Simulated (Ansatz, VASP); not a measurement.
# Lu in VASP and in Ansatz

```
Lu
1.0
     0.00000    2.14646    2.14646
     2.14646    0.00000    2.14646
     2.14646    2.14646    0.00000
Lu
1
Direct
  0.00000 0.00000 0.00000
```

Change from the starting cell: volume scaled by 0.68, PAW files.

Alike in both runs: task single point; functional PBE; k mesh 15 × 15 × 15; occupations fermi-dirac, width 0.1 eV; no spin polarisation.

```csv
,VASP,Ansatz
version,VASP 6.6.1,Ansatz 0.2.0
potentials or method,"VASP PAW PBE potentials, release 64 (Lu)","PAW with Ansatz's default frozen-core files, scalar-relativistic"
plane-wave cutoff (eV),520,420
valence electrons in the cell,25,25
```

```tsv
	VASP	Ansatz	Ansatz less VASP
pressure (GPa)	32.5	31.7	-0.76
```

Both programs put the cell under a high pressure, so it lies far from rest at this level.

Neither program's run includes spin-orbit coupling.
